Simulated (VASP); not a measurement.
A run of VASP 6.6.1 is set up as follows.

INCAR

```
SYSTEM = ScW3
PREC = Accurate
ENCUT = 520
EDIFF = 1E-7
ISMEAR = 0
SIGMA = 0.1
LREAL = .False.
LASPH = .True.
NELM = 100
ALGO = Fast
ISIF = 2
LWAVE = .False.
LCHARG = .False.
GGA = PE
NBANDS = 34
```

Contents of KPOINTS:

```
regular mesh
0
Gamma
  12 12 12
  0 0 0
```

Contents of POSCAR:

```
ScW3
1.0
    0.0000000000      3.2277657445      3.2277657445
    3.2277657445      0.0000000000      3.2277657445
    3.2277657445      3.2277657445      0.0000000000
Sc W
1 3
Direct
    0.0000000000      0.0000000000      0.0000000000
    0.2500000000      0.2500000000      0.2500000000
    0.7500000000      0.7500000000      0.7500000000
    0.5000000000      0.5000000000      0.5000000000
```

Potentials or basis: VASP PAW PBE potentials, release 64 (Sc_sv, W_sv).

Launch:

```sh
$ cat potpaw_PBE.64/Sc_sv/POTCAR potpaw_PBE.64/W_sv/POTCAR > POTCAR
$ mpirun -np 1 vasp_std > vasp.out
```

Problem. Predict the band gap on the k mesh.

Solution. Zero (an odd number of electrons rules out a gap without spin polarisation).

Problem. Predict the pressure.

Solution. 0.4 GPa.

Caveat: spin-orbit coupling is left out, which moves the levels of the heavy elements.
